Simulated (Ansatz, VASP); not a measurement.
Se: VASP beside Ansatz

```
Se
1.0
     0.00000    2.21751    2.21751
     2.21751    0.00000    2.21751
     2.21751    2.21751    0.00000
Se
1
Direct
  0.00000 0.00000 0.00000
```

Alike in both runs: task relaxation of cell and atoms; functional r2SCAN; k mesh 12 × 12 × 12; occupations fermi-dirac, width 0.1 eV; no spin polarisation.

```csv
,VASP,Ansatz
version,VASP 6.6.1,Ansatz 0.2.0
potentials or method,"VASP PAW PBE potentials, release 64 (Se), cutoff 600 eV","plane waves (500 eV) with PAW, scalar-relativistic"
valence electrons in the cell,6,16
```

Ansatz gave:

- relaxed volume (Å³/atom): 20.44
- relaxed cell length with the largest relative difference (Å): 3.069

Problem. Estimate VASP's values.

Solution. Relaxed volume (Å³/atom): 20.41; relaxed cell length with the largest relative difference (Å): 3.068.

VASP's potentials were made for PBE, not for r2SCAN. VASP's potentials hold 6 valence electrons a cell and Ansatz's 16, so a difference there can come from the potentials and not from the codes.
